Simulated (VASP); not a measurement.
# MnS (R-3m) in VASP: further runs

The runs below take MnS through single point, with PBE.

Everything below comes from runs of VASP 6.6.1. Logs are shortened: lines on timing, memory, paths and dates and some standing lists are left out, and cuts for length are marked.

### 1 The cell of the first run

It takes space group R-3m (No. 166, trigonal). Conventional cell: a = 3.660 Å, b = 3.660 Å, c = 8.913 Å, α = 90.00°, β = 90.00°, γ = 120.00°. Mn (site symmetry -3m) has 6 S at 2.58 Å within 3.4 Å. S (site symmetry -3m) has 6 Mn at 2.58 Å within 3.4 Å.

### 2 Single point, PBE, collinear spin, ferromagnetic start

The input, INCAR:

```
SYSTEM = MnS
PREC = Accurate
ENCUT = 520
EDIFF = 1E-7
ISMEAR = -1
SIGMA = 0.05
LREAL = .False.
LASPH = .True.
NELM = 150
ALGO = Normal
ISIF = 2
LWAVE = .False.
LCHARG = .False.
ISPIN = 2
MAGMOM = 4 0
LORBIT = 11
LMAXMIX = 4
GGA = PE
NBANDS = 20
```

The input, KPOINTS:

```
Automatic mesh
0
Gamma
  5 5 5
  0 0 0
```

The input, POSCAR:

```
MnS
1.0
    1.8299960138      1.0565486912      2.9709202777
   -1.8299960138      1.0565486912      2.9709202777
    0.0000000000     -2.1130973823      2.9709202777
Mn S
1 1
Direct
    0.0000000000      0.0000000000      0.0000000000
    0.5000000000      0.5000000000      0.5000000000
```

Potentials or basis: VASP PAW PBE potentials, release 64 (Mn_pv, S).

Run with:

```sh
$ cat potpaw_PBE.64/Mn_pv/POTCAR potpaw_PBE.64/S/POTCAR > POTCAR
$ mpirun -np 1 vasp_std > vasp.out
```

OUTCAR:

```text
SYSTEM = MnS
   PREC = Accurate
   ENCUT = 520
   EDIFF = 1E-7
   ISMEAR = -1
   LREAL = .False.
   LASPH = .True.
   NELM = 150
   ISIF = 2
   ISPIN = 2
   LORBIT = 11
   GGA = PE

 ion  position               nearest neighbor table
   1  0.000  0.000  0.000-   2 2.58   2 2.58   2 2.58   2 2.58   2 2.58   2 2.58
   2  0.500  0.500  0.500-   1 2.58   1 2.58   1 2.58   1 2.58   1 2.58   1 2.58

  LATTYP: Found a trigonal (rhomboedric) cell.
 ALAT       =     3.6457575130
 COS(alpha) =     0.4960879726

  Lattice vectors:

 A1 = (   1.8299960138,   1.0565486912,   2.9709202777)
 A2 = (  -1.8299960138,   1.0565486912,   2.9709202777)
 A3 = (   0.0000000000,  -2.1130973823,   2.9709202777)

Analysis of symmetry for initial positions (statically):
=====================================================================
 Subroutine PRICEL returns:
 Original cell was already a primitive cell.

 Routine SETGRP: Setting up the symmetry group for a
 trigonal (rhombohedral) supercell.

 Subroutine GETGRP returns: Found 12 space group operations
 (whereof 12 operations were pure point group operations)
 out of a pool of 12 trial point group operations.

The static configuration has the point symmetry D_3d.

Analysis of symmetry for dynamics (positions and initial velocities):
=====================================================================
 Subroutine PRICEL returns:
 Original cell was already a primitive cell.

 Routine SETGRP: Setting up the symmetry group for a
 trigonal (rhombohedral) supercell.

 Subroutine GETGRP returns: Found 12 space group operations
 (whereof 12 operations were pure point group operations)
 out of a pool of 12 trial point group operations.

The dynamic configuration has the point symmetry D_3d.

Analysis of structural, dynamic, and magnetic symmetry:
=====================================================================
 Subroutine PRICEL returns:
 Original cell was already a primitive cell.

 Routine SETGRP: Setting up the symmetry group for a
 trigonal (rhombohedral) supercell.

 Subroutine GETGRP returns: Found 12 space group operations
 (whereof 12 operations were pure point group operations)
 out of a pool of 12 trial point group operations.

The overall configuration has the point symmetry D_3d.

 Subroutine INISYM returns: Found 12 space group operations
 (whereof 12 operations are pure point group operations),
 and found     1 'primitive' translations

----------------------------------------------------------------------------------------

                                     Primitive cell

  volume of cell :      34.4653

  direct lattice vectors                    reciprocal lattice vectors
     1.829996014  1.056548691  2.970920278     0.273224639  0.157746319  0.112198680
    -1.829996014  1.056548691  2.970920278    -0.273224639  0.157746319  0.112198680
     0.000000000 -2.113097382  2.970920278     0.000000000 -0.315492638  0.112198680

  length of vectors
     3.645757513  3.645757513  3.645757513     0.334849441  0.334849441  0.334849441

  position of ions in fractional coordinates (direct lattice)
     0.000000000  0.000000000  0.000000000
     0.500000000  0.500000000  0.500000000

  ion indices of the primitive-cell ions
   primitive index   ion index
                 1           1
                 2           2

----------------------------------------------------------------------------------------

 KPOINTS: Automatic mesh

Automatic generation of k-mesh.
 Grid dimensions read from file:
 generate k-points for:    5    5    5

 Generating k-lattice:

  Cartesian coordinates                     Fractional coordinates (reciprocal lattice)
     0.054644928  0.031549264  0.022439736     0.200000000  0.000000000  0.000000000
    -0.054644928  0.031549264  0.022439736     0.000000000  0.200000000  0.000000000
     0.000000000 -0.063098528  0.022439736     0.000000000  0.000000000  0.200000000

  Length of vectors
     0.066969888  0.066969888  0.066969888

  Shift w.r.t. Gamma in fractional coordinates (k-lattice)
     0.000000000  0.000000000  0.000000000

 Subroutine IBZKPT returns following result:
 ===========================================

 Found     19 irreducible k-points:

 Following reciprocal coordinates:
            Coordinates               Weight
  0.000000  0.000000  0.000000      1.000000
  0.200000 -0.000000  0.000000      6.000000
  0.400000  0.000000  0.000000      6.000000
  0.200000  0.200000  0.000000      6.000000
  0.400000  0.200000 -0.000000     12.000000
 -0.400000  0.200000 -0.000000     12.000000
[... 11 lines left out ...]
  0.400000  0.400000  0.400000      2.000000
 -0.400000  0.400000  0.400000      6.000000
   k-points           NKPTS =     19   k-points in BZ     NKDIM =     19   number of bands    NBANDS=     20
   number of dos      NEDOS =    301   number of ions     NIONS =      2
   total plane-waves  NPLWV =  21952
   dimension x,y,z NGX =    28 NGY =   28 NGZ =   28
   dimension x,y,z NGXF=    56 NGYF=   56 NGZF=   56
   ions per type =               1   1
   NGX,Y,Z   is equivalent  to a cutoff of  12.77, 12.77, 12.77 a.u.
   NGXF,Y,Z  is equivalent  to a cutoff of  25.54, 25.54, 25.54 a.u.
 SYSTEM =  MnS
   PREC   = accura    normal or accurate (medium, high low for compatibility)
   ISTART =      0    job   : 0-new  1-cont  2-samecut
   ICHARG =      2    charge: 1-file 2-atom 10-const
   ISPIN  =      2    spin polarized calculation?
   LNONCOLLINEAR =      F non collinear calculations
   LSORBIT =      F    spin-orbit coupling
   LASPH  =      T    aspherical Exc in radial PAW
   ENCUT  =  520.0 eV  38.22 Ry    6.18 a.u.   6.78  6.78  6.78*2*pi/ulx,y,z
   NELM   =    150;   NELMIN=  2; NELMDL= -5     # of ELM steps
   EDIFF  = 0.1E-06   stopping-criterion for ELM
   LREAL  =      F    real-space projection
   EDIFFG = 0.1E-05   stopping-criterion for IOM
   NSW    =      0    number of steps for IOM
   IBRION =     -1    ionic relax: 0-MD 1-quasi-New 2-CG
   NFREE  =      0    steps in history (QN), initial steepest desc. (CG)
   ISIF   =      2    stress and relaxation
   ISYM   =      2    0-nonsym 1-usesym 2-fastsym
   POTIM  = 0.5000    time-step for ionic-motion
   TEBEG  =    0.0;   TEEND  =   0.0 temperature during run
   PSTRESS=    0.0 pullay stress
   NELECT =      19.0000    total number of electrons
   NUPDOWN=      -1.0000    fix difference up-down
   EMIN   =  10.00;   EMAX   =-10.00  energy-range for DOS
   EFERMI =   0.00;   METHOD = LEGACY
   ISMEAR =    -1;   SIGMA  =   0.05  broadening in eV -4-tet -1-fermi 0-gaus
   EFERMI_NEDOS =   21; number of points for ismear=-14 and -15
   IALGO  =     38    algorithm
   IMIX   =      4    mixing-type and parameters
     AMIX     =   0.40;   BMIX     =  1.00
     AMIX_MAG =   1.60;   BMIX_MAG =  1.00
  volume/ion in A,a.u.               =      17.23       116.29
  Fermi-wavevector in a.u.,A,eV,Ry     =   1.342349  2.536672 24.516344  1.801900
  Thomas-Fermi vector in A             =   2.470510
   LORBIT       =     11    0 simple, 1 ext, 2 COOP (PROOUT), +10 PAW based schemes
   GGA     = PE    functional components
   LHFCALC =     F    Hartree Fock is set to
   AEXX    =    0.0000 exact exchange contribution
   IVDW    =     0    specifies the selected vdW correction
   LEPSILON=     F    determine dielectric tensor
   LRPA    =     F    only Hartree local field effects (RPA)
 spin polarized calculation
  energy-cutoff  :      520.00
  volume of cell :       34.47
 maximum number of plane-waves:       941
   NGX = 13   NGY = 13   NGZ = 13

 number of electron      18.9999995 magnetization       4.5499412

 Free energy of the ion-electron system (eV)
  ---------------------------------------------------
  ext. energy  EPLUGINS =         0.00000000
  ---------------------------------------------------
  free energy    TOTEN  =       -14.08986937 eV

  energy without entropy =      -14.08271320  energy(sigma->0) =      -14.08629128

 E-fermi :   7.0049     XC(G=0): -10.7729

 val. band max:        6.8302494784   @ k =  -0.4000  -0.4000   0.2000
 cond. band min:       7.0771661784   @ k =   0.4000   0.4000   0.2000
 fundamental gap:      0.2469167000
 Fermi energy:         7.0049309210

 spin component 1

 k-point     1 :       0.0000    0.0000    0.0000
  band No.  band energies     occupation
      1     -43.6916      1.00000
      2     -43.6916      1.00000
      3     -43.6916      1.00000
      4      -7.8467      1.00000
      5       3.5749      1.00000
      6       3.5749      1.00000
[... 12 lines left out ...]
     19      18.8147      0.00000
     20      19.3260      0.00000
[... 392 lines left out ...]
 k-point    19 :      -0.4000    0.4000    0.4000
  band No.  band energies     occupation
      1     -43.6997      1.00000
      2     -43.6951      1.00000
      3     -43.6934      1.00000
      4      -6.3417      1.00000
      5       0.2370      1.00000
      6       1.7662      1.00000
[... 12 lines left out ...]
     19      21.3205      0.00000
     20      22.9712      0.00000
 Fermi energy:         7.0049309210

 spin component 2

 k-point     1 :       0.0000    0.0000    0.0000
  band No.  band energies     occupation
      1     -39.2740      1.00000
      2     -39.2740      1.00000
      3     -39.2740      1.00000
      4      -7.5885      1.00000
      5       5.1604      1.00000
      6       5.1604      1.00000
[... 12 lines left out ...]
     19      19.8313      0.00000
     20      20.9769      0.00000
[... 392 lines left out ...]
 k-point    19 :      -0.4000    0.4000    0.4000
  band No.  band energies     occupation
      1     -39.2850      1.00000
      2     -39.2787      1.00000
      3     -39.2764      1.00000
      4      -6.1548      1.00000
      5       0.8727      1.00000
      6       2.6757      1.00000
[... 12 lines left out ...]
     19      22.3889      0.00000
     20      23.3951      0.00000

------------------------ aborting loop because EDIFF is reached ----------------------------------------

  FORCE on cell =-STRESS in cart. coord.  units (eV):
  Direction    XX          YY          ZZ          XY          YZ          ZX
  --------------------------------------------------------------------------------------
  -------------------------------------------------------------------------------------
  Total       -0.6400229     -0.6400229     -0.5440391      0.0000000     -0.0000000      0.0000000
  in kB      -29.7525484    -29.7525484    -25.2905791      0.0000000     -0.0000000      0.0000000
  external PRESSURE =     -28.2652253 kB  Pullay stress =       0.0000000 kB

 VOLUME and BASIS-vectors are now :
 -----------------------------------------------------------------------------
  energy-cutoff  :      520.00
  volume of cell :       34.47
      direct lattice vectors                 reciprocal lattice vectors
     1.829996014  1.056548691  2.970920278     0.273224639  0.157746319  0.112198680
    -1.829996014  1.056548691  2.970920278    -0.273224639  0.157746319  0.112198680
     0.000000000 -2.113097382  2.970920278     0.000000000 -0.315492638  0.112198680

 POSITION                                       TOTAL-FORCE (eV/Angst)
 -----------------------------------------------------------------------------------
      0.00000      0.00000      0.00000        -0.000000     -0.000000      0.000000
      0.00000      0.00000      4.45638         0.000000      0.000000     -0.000000
 -----------------------------------------------------------------------------------
    total drift:                                0.000000      0.000000      0.000000

  FREE ENERGIE OF THE ION-ELECTRON SYSTEM (eV)
  ---------------------------------------------------
  free  energy   TOTEN  =       -14.0898693681 eV

  energy  without entropy=      -14.0827131980  energy(sigma->0) =      -14.08629128

 total charge

# of ion       s       p       d       tot
------------------------------------------
    1        0.218   6.169   4.948  11.335
    2        1.328   2.396   0.000   3.725
--------------------------------------------------
tot          1.546   8.565   4.948  15.060

 magnetization (x)

# of ion       s       p       d       tot
------------------------------------------
    1        0.050   0.039   4.068   4.157
    2        0.026   0.052   0.000   0.078
--------------------------------------------------
tot          0.075   0.092   4.068   4.235
```

Run time: 26 s. Hardware: 1 thread of Intel Xeon Platinum 8375C at 2.90GHz (Ice Lake), shared host; peak memory 0.17 GiB.

What came out:

```
Free energy                                           : -14.0899 eV
Pressure                                              : -2.8 GPa
Net moment                                            : 4.55 μB per cell
Site moments                                          : Mn +4.16; S +0.08 μB
Valence electrons inside the program's atomic spheres : Mn 11.34; S 3.73
```

Stress tensor (GPa, compression positive):
```
-2.98  0.00  0.00
 0.00 -2.98  0.00
 0.00  0.00 -2.53
```

Levels at points of the mesh, in eV from the Fermi level:
Spin up:
```tsv
k point	band 10	band 11	band 12	band 13	band 14	band 15
(0.00, 0.00, 0.00)	-2.02	-2.02	-1.98	1.82	8.54	8.54
```
Spin down:
```tsv
k point	band 3	band 4	band 5	band 6	band 7	band 8	band 9	band 10	band 11	band 12
(0.00, 0.00, 0.00)	-46.28	-14.59	-1.84	-1.84	-1.80	0.13	0.13	0.16	0.21	0.21
```

Caveat: the k points lie up to 0.42 Å⁻¹ apart; a cell with one magnetic atom can't hold antiferromagnetic order, which such compounds often take; semilocal functionals often make such compounds metallic where correlation or magnetic order opens a gap, which also shifts bond lengths. With open d or f shells a metallic result of PBE can be an artefact of self-interaction; +U or a hybrid may open a gap.

### 3 Single point, PBE, collinear spin, ferromagnetic start

The input, INCAR:

```
PREC = Accurate
ENCUT = 520
EDIFF = 1E-6
ISMEAR = -1
SIGMA = 0.05
LREAL = F
LASPH = T
NELM = 150
ALGO = Normal
ISIF = 2
LWAVE = F
LCHARG = F
ISPIN = 2
MAGMOM = 5.5 0
LORBIT = 11
LMAXMIX = 4
GGA = PE
NBANDS = 20
```

The input, KPOINTS:

```
regular mesh
0
Gamma
  9 9 9
```

POSCAR is that of step 2.

Potentials or basis: VASP PAW PBE potentials, release 64 (Mn_pv, S).

Run with:

```sh
$ cat potpaw_PBE.64/Mn_pv/POTCAR potpaw_PBE.64/S/POTCAR > POTCAR
$ mpirun -np 1 vasp_std > vasp.out
```

It took 63 s on 1 thread of Intel Xeon Platinum 8488C (Sapphire Rapids), shared host; peak memory 0.23 GiB.

It converged, with:

| Quantity | Value |
| --- | --- |
| Free energy | -14.0815 eV |
| Pressure | -1.6 GPa |
| Net moment | 4.66 μB per cell |
| Site moments | Mn +4.22; S +0.10 μB |
| Valence electrons inside the program's atomic spheres | Mn 11.33; S 3.73 |

Stress tensor (GPa, compression positive):
```
-1.72  0.00  0.00
 0.00 -1.72  0.00
 0.00  0.00 -1.27
```

Levels at points of the mesh, in eV from the Fermi level:
Spin up:
```csv
k point,band 9,band 10,band 11,band 12,band 13,band 14,band 15,band 16
"(0.00, 0.00, 0.00)",-3.30,-1.93,-1.93,-1.88,1.89,8.61,8.61,8.69
```
Spin down:
```
           k point  band 4  band 5  band 6  band 7  band 8  band 9  band 10  band 11
(0.00, 0.00, 0.00)  -14.47   -1.72   -1.72   -1.67    0.23    0.23     0.26     0.30
```

Caveat: a cell with one magnetic atom can't hold antiferromagnetic order, which such compounds often take; semilocal functionals often make such compounds metallic where correlation or magnetic order opens a gap, which also shifts bond lengths.
